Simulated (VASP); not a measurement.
# MoPt in VASP: single point with PBE

Aim: the single point of MoPt with PBE.

All numbers are computed with VASP 6.6.1; they aren't measurements. Logs are shortened: lines on timing, memory, paths and dates and some standing lists are left out, and cuts for length are marked.

## Step 1: The cell of the first run

The cell holds a sheet with vacuum, 2 atoms: a = 3.551 Å, b = 3.551 Å, c = 23.800 Å, α = 90.00°, β = 90.00°, γ = 90.00°.

## Step 2: Single point, PBE

The input, POSCAR:

```
MoPt
1.0
    3.5513000000      0.0000000000      0.0000000000
    0.0000000000      3.5513000000      0.0000000000
    0.0000000000      0.0000000000     23.8000000000
Mo Pt
1 1
Direct
    0.5000000000      0.5000000000      0.2941200000
    0.0000000000      0.0000000000      0.2941200000
```

The input, INCAR.step1:

```
PREC = Accurate
ENCUT = 520
EDIFF = 1E-7
ISMEAR = -1
SIGMA = 0.05
LREAL = F
LASPH = T
NELM = 80
ALGO = Normal
ISIF = 2
LWAVE = F
LCHARG = T
LMAXMIX = 4
LDIPOL = T
IDIPOL = 3
DIPOL = 0.5 0.5 0.294
GGA = PE
NBANDS = 19
```

The input, KPOINTS.step1:

```
Automatic mesh
0
Gamma
  8 8 1
```

The input, INCAR.step2:

```
PREC = Accurate
ENCUT = 520
EDIFF = 1E-7
ISMEAR = -5
SIGMA = 0.05
LREAL = F
LASPH = T
NELM = 80
ALGO = Normal
ISIF = 2
LWAVE = F
LCHARG = F
LMAXMIX = 4
LDIPOL = T
IDIPOL = 3
DIPOL = 0.5 0.5 0.294
GGA = PE
LORBIT = 11
NEDOS = 2001
ICHARG = 11
```

The input, KPOINTS.step2:

```
Automatic mesh
0
Gamma
  12 12 1
```

Potentials or basis: VASP PAW PBE potentials, release 64 (Mo_sv, Pt).

Started as:

```sh
$ cat potpaw_PBE.64/Mo_sv/POTCAR potpaw_PBE.64/Pt/POTCAR > POTCAR
$ cp INCAR.step1 INCAR
$ cp KPOINTS.step1 KPOINTS
$ mpirun -np 1 vasp_std > vasp.out
$ cp INCAR.step2 INCAR
$ cp KPOINTS.step2 KPOINTS
$ mpirun -np 1 vasp_std > vasp.out
```

OUTCAR:

```text
PREC = Accurate
   ENCUT = 520
   EDIFF = 1E-7
   ISMEAR = -5
   LREAL = F
   LASPH = T
   NELM = 80
   ISIF = 2
   GGA = PE
   LORBIT = 11
   ICHARG = 11

 ion  position               nearest neighbor table
   1  0.500  0.500  0.294-   2 2.51   2 2.51   2 2.51   2 2.51
   2  0.000  0.000  0.294-   1 2.51   1 2.51   1 2.51   1 2.51

  LATTYP: Found a simple tetragonal cell.
 ALAT       =     3.5513000000
 C/A-ratio  =     6.7017711824

  Lattice vectors:

 A1 = (   3.5513000000,   0.0000000000,   0.0000000000)
 A2 = (   0.0000000000,   3.5513000000,   0.0000000000)
 A3 = (   0.0000000000,   0.0000000000,  23.8000000000)

Analysis of symmetry for initial positions (statically):
=====================================================================
 Subroutine PRICEL returns:
 Original cell was already a primitive cell.

 Routine SETGRP: Setting up the symmetry group for a
 simple tetragonal supercell.

 Subroutine GETGRP returns: Found 16 space group operations
 (whereof  8 operations were pure point group operations)
 out of a pool of 16 trial point group operations.

The static configuration has the point symmetry C_4v.
 The point group associated with its full space group is D_4h.

Analysis of symmetry for dynamics (positions and initial velocities):
=====================================================================
 Subroutine PRICEL returns:
 Original cell was already a primitive cell.

 Routine SETGRP: Setting up the symmetry group for a
 simple tetragonal supercell.

 Subroutine GETGRP returns: Found 16 space group operations
 (whereof  8 operations were pure point group operations)
 out of a pool of 16 trial point group operations.

The dynamic configuration has the point symmetry C_4v.
 The point group associated with its full space group is D_4h.

 Subroutine INISYM returns: Found 16 space group operations
 (whereof  8 operations are pure point group operations),
 and found     1 'primitive' translations

----------------------------------------------------------------------------------------

                                     Primitive cell

  volume of cell :     300.1592

  direct lattice vectors                    reciprocal lattice vectors
     3.551300000  0.000000000  0.000000000     0.281587024  0.000000000  0.000000000
     0.000000000  3.551300000  0.000000000     0.000000000  0.281587024  0.000000000
     0.000000000  0.000000000 23.800000000     0.000000000  0.000000000  0.042016807

  length of vectors
     3.551300000  3.551300000 23.800000000     0.281587024  0.281587024  0.042016807

  position of ions in fractional coordinates (direct lattice)
     0.500000000  0.500000000  0.294120000
     0.000000000  0.000000000  0.294120000

  ion indices of the primitive-cell ions
   primitive index   ion index
                 1           1
                 2           2

----------------------------------------------------------------------------------------

 KPOINTS: Automatic mesh

Automatic generation of k-mesh.
 Grid dimensions read from file:
 generate k-points for:   12   12    1

 Generating k-lattice:

  Cartesian coordinates                     Fractional coordinates (reciprocal lattice)
     0.023465585  0.000000000  0.000000000     0.083333333  0.000000000  0.000000000
     0.000000000  0.023465585  0.000000000     0.000000000  0.083333333  0.000000000
     0.000000000  0.000000000  0.042016807     0.000000000  0.000000000  1.000000000

  Length of vectors
     0.023465585  0.023465585  0.042016807

  Shift w.r.t. Gamma in fractional coordinates (k-lattice)
     0.000000000  0.000000000  0.000000000

 TETIRR: Found    222 inequivalent tetrahedra from      864

 Subroutine IBZKPT returns following result:
 ===========================================

 Found     28 irreducible k-points:

 Following reciprocal coordinates:
            Coordinates               Weight
  0.000000  0.000000  0.000000      1.000000
  0.083333  0.000000  0.000000      4.000000
  0.166667  0.000000  0.000000      4.000000
  0.250000  0.000000  0.000000      4.000000
  0.333333  0.000000  0.000000      4.000000
  0.416667  0.000000  0.000000      4.000000
[... 16 lines left out ...]
  0.333333  0.333333  0.000000      4.000000
  0.416667  0.333333  0.000000      8.000000
 [... further k-points ...]
   k-points           NKPTS =     28   k-points in BZ     NKDIM =     28   number of bands    NBANDS=     16
   number of dos      NEDOS =   2001   number of ions     NIONS =      2
   total plane-waves  NPLWV = 141120
   dimension x,y,z NGX =    28 NGY =   28 NGZ =  180
   dimension x,y,z NGXF=    56 NGYF=   56 NGZF=  360
   ions per type =               1   1
   NGX,Y,Z   is equivalent  to a cutoff of  13.11, 13.11, 12.57 a.u.
   NGXF,Y,Z  is equivalent  to a cutoff of  26.22, 26.22, 25.15 a.u.
 SYSTEM =  unknown system
   PREC   = accura    normal or accurate (medium, high low for compatibility)
   ISTART =      0    job   : 0-new  1-cont  2-samecut
   ICHARG =     11    charge: 1-file 2-atom 10-const
   ISPIN  =      1    spin polarized calculation?
   LNONCOLLINEAR =      F non collinear calculations
   LSORBIT =      F    spin-orbit coupling
   LASPH  =      T    aspherical Exc in radial PAW
   ENCUT  =  520.0 eV  38.22 Ry    6.18 a.u.   6.60  6.60 44.25*2*pi/ulx,y,z
   NELM   =     80;   NELMIN=  2; NELMDL=  0     # of ELM steps
   EDIFF  = 0.1E-06   stopping-criterion for ELM
   LREAL  =      F    real-space projection
   EDIFFG = 0.1E-05   stopping-criterion for IOM
   NSW    =      0    number of steps for IOM
   IBRION =     -1    ionic relax: 0-MD 1-quasi-New 2-CG
   NFREE  =      0    steps in history (QN), initial steepest desc. (CG)
   ISIF   =      2    stress and relaxation
   ISYM   =      2    0-nonsym 1-usesym 2-fastsym
   POTIM  = 0.5000    time-step for ionic-motion
   TEBEG  =    0.0;   TEEND  =   0.0 temperature during run
   PSTRESS=    0.0 pullay stress
   NELECT =      24.0000    total number of electrons
   NUPDOWN=      -1.0000    fix difference up-down
   EMIN   =  10.00;   EMAX   =-10.00  energy-range for DOS
   EFERMI =   0.00;   METHOD = LEGACY
   ISMEAR =    -5;   SIGMA  =   0.05  broadening in eV -4-tet -1-fermi 0-gaus
   EFERMI_NEDOS =   21; number of points for ismear=-14 and -15
   IALGO  =     38    algorithm
   IMIX   =      4    mixing-type and parameters
     AMIX     =   0.40;   BMIX     =  1.00
     AMIX_MAG =   1.60;   BMIX_MAG =  1.00
  volume/ion in A,a.u.               =     150.08      1012.79
  Fermi-wavevector in a.u.,A,eV,Ry     =   0.705280  1.332785  6.767802  0.497419
  Thomas-Fermi vector in A             =   1.790748
   LORBIT       =     11    0 simple, 1 ext, 2 COOP (PROOUT), +10 PAW based schemes
   GGA     = PE    functional components
   LHFCALC =     F    Hartree Fock is set to
   AEXX    =    0.0000 exact exchange contribution
   IVDW    =     0    specifies the selected vdW correction
   LEPSILON=     F    determine dielectric tensor
   LRPA    =     F    only Hartree local field effects (RPA)
 non-spin polarized calculation
 Fermi weights with tetrahedron method with Bloechl corrections
  energy-cutoff  :      520.00
  volume of cell :      300.16
 maximum number of plane-waves:      8129
 NGX is ok and might be reduce to    28

 number of electron      24.0000004 magnetization

 dipolmoment           0.000000      0.000000      0.000000 electrons x Angstroem

 Free energy of the ion-electron system (eV)
  ---------------------------------------------------
  ext. energy  EPLUGINS =         0.00000000
  ---------------------------------------------------
  free energy    TOTEN  =       -13.24399663 eV

  energy without entropy =      -13.24399663  energy(sigma->0) =      -13.24399663

 E-fermi :  -3.1438     XC(G=0):  -2.1641

 val. band max:       -3.1379008608   @ k =   0.2500   0.0833   0.0000
 cond. band min:      -3.1384598743   @ k =   0.4167   0.2500   0.0000
 fundamental gap:     -0.0005590135
 Fermi energy:        -3.1438497869

 k-point     1 :       0.0000    0.0000    0.0000
  band No.  band energies     occupation
      1     -64.5702      2.00000
      2     -38.6423      2.00000
      3     -38.6423      2.00000
      4     -38.6352      2.00000
      5     -10.0508      2.00000
      6      -9.6124      2.00000
[... 8 lines left out ...]
     15      -1.0308      0.00000
     16       1.4593      0.00000

 k-point     2 :       0.0833    0.0000    0.0000
  band No.  band energies     occupation
      1     -64.5696      2.00000
      2     -38.6494      2.00000
      3     -38.6445      2.00000
      4     -38.6349      2.00000
      5      -9.9167      2.00000
      6      -9.5133      2.00000
[... 8 lines left out ...]
     15      -1.1652      0.00000
     16       0.7731      0.00000

 k-point     3 :       0.1667    0.0000    0.0000
  band No.  band energies     occupation
      1     -64.5681      2.00000
      2     -38.6689      2.00000
      3     -38.6506      2.00000
      4     -38.6342      2.00000
      5      -9.5266      2.00000
      6      -9.2202      2.00000
[... 8 lines left out ...]
     15      -1.0310      0.00000
     16      -0.4035      0.00000
[... 362 lines left out ...]
 k-point    23 :       0.3333    0.3333    0.0000
  band No.  band energies     occupation
      1     -64.5630      2.00000
      2     -38.7152      2.00000
      3     -38.6858      2.00000
      4     -38.6277      2.00000
      5      -8.7058      2.00000
      6      -7.4042      2.00000
[... 8 lines left out ...]
     15      -2.0081      0.00000
     16       0.8790      0.00000

 k-point    24 :       0.4167    0.3333    0.0000
  band No.  band energies     occupation
      1     -64.5628      2.00000
      2     -38.7127      2.00000
      3     -38.6911      2.00000
      4     -38.6265      2.00000
      5      -8.4792      2.00000
      6      -7.5651      2.00000
[... 8 lines left out ...]
     15      -2.0737      0.00000
     16      -0.0763      0.00000

 [... further k-points ...]

------------------------ aborting loop because EDIFF is reached ----------------------------------------

 vacuum level on the upper side and lower side of the slab       (xc-potential included)        -0.041        -0.040

  FORCE on cell =-STRESS in cart. coord.  units (eV):
  Direction    XX          YY          ZZ          XY          YZ          ZX
  --------------------------------------------------------------------------------------
  -------------------------------------------------------------------------------------
  Total       -0.7559376     -0.7559376     -0.6316505      0.0000000      0.0000000      0.0000000
  in kB       -4.0350121     -4.0350121     -3.3715979      0.0000000      0.0000000      0.0000000
  external PRESSURE =      -3.8138740 kB  Pullay stress =       0.0000000 kB

 VOLUME and BASIS-vectors are now :
 -----------------------------------------------------------------------------
  energy-cutoff  :      520.00
  volume of cell :      300.16
      direct lattice vectors                 reciprocal lattice vectors
     3.551300000  0.000000000  0.000000000     0.281587024  0.000000000  0.000000000
     0.000000000  3.551300000  0.000000000     0.000000000  0.281587024  0.000000000
     0.000000000  0.000000000 23.800000000     0.000000000  0.000000000  0.042016807

 POSITION                                       TOTAL-FORCE (eV/Angst)
 -----------------------------------------------------------------------------------
      1.77565      1.77565      7.00006         0.000000      0.000000     -0.000000
      0.00000      0.00000      7.00006         0.000000     -0.000000      0.000000
 -----------------------------------------------------------------------------------
    total drift:                                0.000000      0.000000      0.000035

  FREE ENERGIE OF THE ION-ELECTRON SYSTEM (eV)
  ---------------------------------------------------
  free  energy   TOTEN  =       -13.2439966314 eV

  energy  without entropy=      -13.2439966314  energy(sigma->0) =      -13.24399663

 vacuum level on the upper side and lower side of the slab         1.780         1.781

 total charge

# of ion       s       p       d       tot
------------------------------------------
    1        2.304   6.102   3.881  12.287
    2        0.909   0.477   8.004   9.390
--------------------------------------------------
tot          3.213   6.579  11.885  21.677
```

Wall time 6.4 min (1 thread of Intel Xeon 8259CL, shared host); peak memory 0.43 GiB.

Results:

```
Valence electrons inside the program's atomic spheres : Mo 12.29; Pt 9.39
```

Levels at points of the mesh, in eV from the Fermi level:
| k point | band 10 | band 11 | band 12 | band 13 | band 14 | band 15 |
| --- | --- | --- | --- | --- | --- | --- |
| (0.00, 0.00, 0.00) | -3.09 | 0.37 | 0.53 | 0.99 | 0.99 | 2.11 |
| (0.50, 0.00, 0.00) | -2.70 | -1.66 | -1.61 | -1.26 | -0.31 | -0.07 |
| (0.50, 0.50, 0.00) | -2.02 | 0.27 | 0.77 | 1.21 | 1.21 | 1.63 |

Caveat: spin-orbit coupling is left out, which moves the levels of the heavy elements.
